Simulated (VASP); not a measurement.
A run of VASP 6.6.1 is set up as follows.

The input INCAR:

```
SYSTEM = NbCrTe6
ALGO = Normal ; EDIFF = 1E-6
ENCUT = 520 ; GGA = PE
ISIF = 2 ; ISMEAR = -1
IVDW = 12 ; LASPH = .True.
LCHARG = .False. ; LREAL = .False.
LWAVE = .False. ; NBANDS = 40
NELM = 80 ; PREC = Accurate
SIGMA = 0.1
```

The input KPOINTS:

```
k-points
0
Gamma
  3 3 3
  0 0 0
```

Contents of POSCAR:

```
NbCrTe6
1.0
    0.0000000000      7.5617810000      0.0000000000
    7.5617810000      0.0000000000      0.0000000000
    3.7808910000      3.7808910000     -5.7687210000
Nb Cr Te
1 1 6
Direct
    0.0000000000      0.0000000000      0.0000000000
    0.5000000000      0.5000000000      0.0000000000
    0.2440000000      0.2440000000      0.0000000000
    0.2440000000      0.7560000000      0.0000000000
    0.7560000000      0.7560000000      0.0000000000
    0.7560000000      0.2440000000      0.0000000000
    0.2160000000      0.2160000000      0.5680000000
    0.7840000000      0.7840000000      0.4320000000
```

Potentials or basis: VASP PAW PBE potentials, release 64 (Nb_sv, Cr_pv, Te).

Launch:

```bash
$ cat potpaw_PBE.64/Nb_sv/POTCAR potpaw_PBE.64/Cr_pv/POTCAR potpaw_PBE.64/Te/POTCAR > POTCAR
$ mpirun -np 1 vasp_std > vasp.out
```

Q: Estimate the pressure.

A: 0.3 GPa.

Q: Predict the dispersion energy per atom.

A: -0.315 eV.

Q: Predict the largest force.

A: 3.466 eV/Å.

Stress tensor (GPa, compression positive):
```
-0.93  0.00  0.00
 0.00 -0.93  0.00
 0.00  0.00  2.78
```

Caveat: the k points lie up to 0.36 Å⁻¹ apart; three body term missing; spin-orbit coupling is left out, which moves the levels of the heavy elements; pairwise dispersion overbinds metals, which lowers pressure and volume; forces of over 1 eV/Å act on the atoms, so gaps and moduli don't describe the material at rest. Spin polarisation is off, so any magnetic state and its effect on volume and gap are missing.
